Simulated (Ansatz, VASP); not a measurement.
## One calculation of GaN, two programs

INCAR

```
SYSTEM = GaN
ALGO = Normal ; EDIFF = 1E-6
EDIFFG = -0.01 ; ENCUT = 600
GGA = PS ; IBRION = 2
ISIF = 3 ; ISMEAR = 0
LASPH = .TRUE. ; LCHARG = .FALSE.
LREAL = .FALSE. ; LWAVE = .FALSE.
NELM = 100 ; NSW = 65
PREC = Accurate ; SIGMA = 0.02
```

File KPOINTS:

```
k-points
0
G
  12 12 2
  0 0 0
```

The input POSCAR:

```
GaN
1.0
    3.1826870481      0.0000000000      0.0000000000
   -1.5913435241      2.7562878360      0.0000000000
    0.0000000000      0.0000000000     15.5573989997
Ga N
6 6
Direct
    0.0000000000      0.0000000000      0.0000000000
    0.3333333333      0.6666666667      0.1666666667
    0.6666666667      0.3333333333      0.3333333333
    0.0000000000      0.0000000000      0.5000000000
    0.6666666667      0.3333333333      0.6666666667
    0.3333333333      0.6666666667      0.8333333333
    0.0000000000      0.0000000000      0.1250000000
    0.3333333333      0.6666666667      0.2916666667
    0.6666666667      0.3333333333      0.4583333333
    0.0000000000      0.0000000000      0.6250000000
    0.6666666667      0.3333333333      0.7916666667
    0.3333333333      0.6666666667      0.9583333333
```

Input for Ansatz:

```yaml
crystal:
  lattice:
    - [3.1826870481, 0.0, 0.0]
    - [-1.5913435241, 2.756287836, 0.0]
    - [0.0, 0.0, 15.5573989997]
  atoms:
    - { symbol: Ga, position: [0.0, 0.0, 0.0] }
    - { symbol: "N", position: [0.0, 0.0, 0.125] }
    - { symbol: Ga, position: [0.3333333333, 0.6666666667, 0.1666666667] }
    - { symbol: "N", position: [0.3333333333, 0.6666666667, 0.2916666667] }
    - { symbol: Ga, position: [0.6666666667, 0.3333333333, 0.3333333333] }
    - { symbol: "N", position: [0.6666666667, 0.3333333333, 0.4583333333] }
    - { symbol: Ga, position: [0.0, 0.0, 0.5] }
    - { symbol: "N", position: [0.0, 0.0, 0.625] }
    - { symbol: Ga, position: [0.6666666667, 0.3333333333, 0.6666666667] }
    - { symbol: "N", position: [0.6666666667, 0.3333333333, 0.7916666667] }
    - { symbol: Ga, position: [0.3333333333, 0.6666666667, 0.8333333333] }
    - { symbol: "N", position: [0.3333333333, 0.6666666667, 0.9583333333] }
basis:
  ecutwfc: 420
kpoints:
  mp_grid: { grid: [12, 12, 2] }
hamiltonian:
  xc: pbesol
scf:
  occupations: { method: gaussian, width: 0.02 }
output:
  forces: true
  stress: true
  eigenvalues: true
  populations: true
relax:
  adjacent_minimum: "off"
  f_tol: 0.01
  max_steps: 45
  cell: { stress_tol: 0.05 }
```

Alike in both runs: task relaxation of cell and atoms; functional PBEsol; k mesh 12 × 12 × 2; occupations gaussian, width 0.02 eV; no spin polarisation.

|  | VASP | Ansatz |
| --- | --- | --- |
| version | VASP 6.6.1 | Ansatz 0.2.0 |
| potentials or method | VASP PAW PBE potentials, release 64 (Ga_d, N), cutoff 600 eV | scalar-relativistic, plane waves, PAW |
| valence electrons in the cell | 108 | 108 |

Ansatz gave:

```
gap on the k mesh at the Fermi level, each at its own relaxed structure (eV) : 1.76
relaxed volume (Å³/atom)                                                     : 11.37
```

What did VASP give for the same quantities?

gap on the k mesh at the Fermi level, each at its own relaxed structure (eV): 1.78; relaxed volume (Å³/atom): 11.35.

VASP's potentials were made for PBE, not for PBEsol.
